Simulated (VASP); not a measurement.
Input of a VASP 6.6.1 run:

Contents of INCAR:

```
SYSTEM = MgO
PREC     = Accurate       ! precision mode
ENCUT    = 520            ! plane-wave cutoff, eV
EDIFF    = 1E-6           ! SCF threshold, eV
ISMEAR   = 0              ! smearing method
SIGMA    = 0.05           ! smearing width, eV
LREAL    = .FALSE.        ! projectors in reciprocal space
LASPH    = .TRUE.         ! aspherical terms in the spheres
NELM     = 80             ! most SCF steps
ALGO     = Normal         ! electronic algorithm
ISIF     = 2              ! what is computed and relaxed
LWAVE    = .FALSE.        ! write WAVECAR
LCHARG   = .FALSE.        ! write CHGCAR
GGA      = PE             ! functional
NBANDS   = 16             ! bands
```

The input KPOINTS:

```
regular mesh
0
G
  8 8 6
  0 0 0
```

POSCAR

```
MgO
1.0
    0.0000000000     -2.1269229054     -2.1269229054
    0.0000000000      2.1269229054     -2.1269229054
    4.2538458108      0.0000000000      0.0000000000
Mg O
2 2
Direct
    0.5000000000      0.5000000000      0.5440777612
    0.0000000000      0.0000000000     -0.0440777612
    0.5000000000      0.5000000000     -0.0060843547
    0.0000000000      0.0000000000      0.5060843547
```

Potentials or basis: VASP PAW PBE potentials, release 64 (Mg, O).

Command:

```bash
$ cat potpaw_PBE.64/Mg/POTCAR potpaw_PBE.64/O/POTCAR > POTCAR
$ mpirun -np 1 vasp_std > vasp.out
```

**Question.** Estimate the largest force.

**Answer.** 3.085 eV/Å.

**Question.** Predict the band gap on the k mesh.

**Answer.** 4.48 eV, direct.

**Question.** Estimate the pressure.

**Answer.** 5.6 GPa.

Forces on the atoms (eV/Å):
```
Mg  -3.085  0.000  0.000
Mg   3.085  0.000  0.000
O    0.587  0.000  0.000
O   -0.587  0.000  0.000
```

Caveat: the cell differs from its parent crystal (mode 9 (400.1 1/cm) frozen in, largest displacement +0.188 Å); forces of over 1 eV/Å act on the atoms, so gaps and moduli don't describe the material at rest.
